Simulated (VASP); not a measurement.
A run of VASP 6.6.1 is set up as follows.

File INCAR:

```
SYSTEM = LuC
PREC     = Accurate       ! precision mode
ENCUT    = 520            ! plane-wave cutoff, eV
EDIFF    = 1E-6           ! SCF threshold, eV
ISMEAR   = 0              ! smearing method
SIGMA    = 0.05           ! smearing width, eV
LREAL    = .FALSE.        ! projectors in reciprocal space
LASPH    = .TRUE.         ! aspherical terms in the spheres
NELM     = 60             ! most SCF steps
ALGO     = Normal         ! electronic algorithm
ISIF     = 2              ! what is computed and relaxed
LWAVE    = .FALSE.        ! write WAVECAR
LCHARG   = .FALSE.        ! write CHGCAR
GGA      = PS             ! functional
NBANDS   = 22             ! bands
```

The input KPOINTS:

```
regular mesh
0
G
  12 12 10
  0 0 0
```

Contents of POSCAR:

```
LuC
1.0
    3.4726611932      0.0000000000      0.0000000000
   -1.7363305966      3.0074128120      0.0000000000
    0.0000000000      0.0000000000      2.9499970834
Lu C
1 1
Direct
    0.0000000000      0.0000000000      0.0000000000
    0.6666666667      0.3333333333      0.5000000000
```

Potentials or basis: VASP PAW PBE potentials, release 64 (Lu, C).

Command:

```console
$ cat potpaw_PBE.64/Lu/POTCAR potpaw_PBE.64/C/POTCAR > POTCAR
$ mpirun -np 1 vasp_std > vasp.out
```

Problem. What does it give for the pressure?

Solution. -4.2 GPa.

Stress tensor (GPa, compression positive):
```
-3.93  0.00  0.00
 0.00 -3.93  0.00
 0.00  0.00 -4.70
```

Caveat: the PAW data sets were made with another functional, which shifts forces and pressure a little.
